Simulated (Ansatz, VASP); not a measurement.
# Two plane-wave programs on Mo

```xyz
1
Lattice="0.0000 2.0012 2.0012 2.0012 0.0000 2.0012 2.0012 2.0012 0.0000" Properties=species:S:1:pos:R:3 pbc="T T T"
Mo    0.0000    0.0000    0.0000
```

Alike in both runs: functional PBE; k mesh 8 × 8 × 8; occupations gaussian, width 0.1 eV; no spin polarisation.

Ansatz relaxed the structure, and its values are those at the end. VASP's run is a single point on that final structure, the one shown.

```csv
,VASP,Ansatz
version,VASP 6.6.1,Ansatz 0.2.0
potentials or method,"VASP PAW PBE potentials, release 64 (Mo_sv), cutoff 500 eV","scalar-relativistic, plane waves, PAW"
valence electrons in the cell,14,14
```

|  | VASP | Ansatz | Ansatz less VASP |
| --- | --- | --- | --- |
| gap on the k mesh at the Fermi level (eV) | none | none | - |
| pressure (GPa) | 0.4 | 0.0 | -0.47 |

A gap of «none» marks a metal or a gap that the smearing closes.
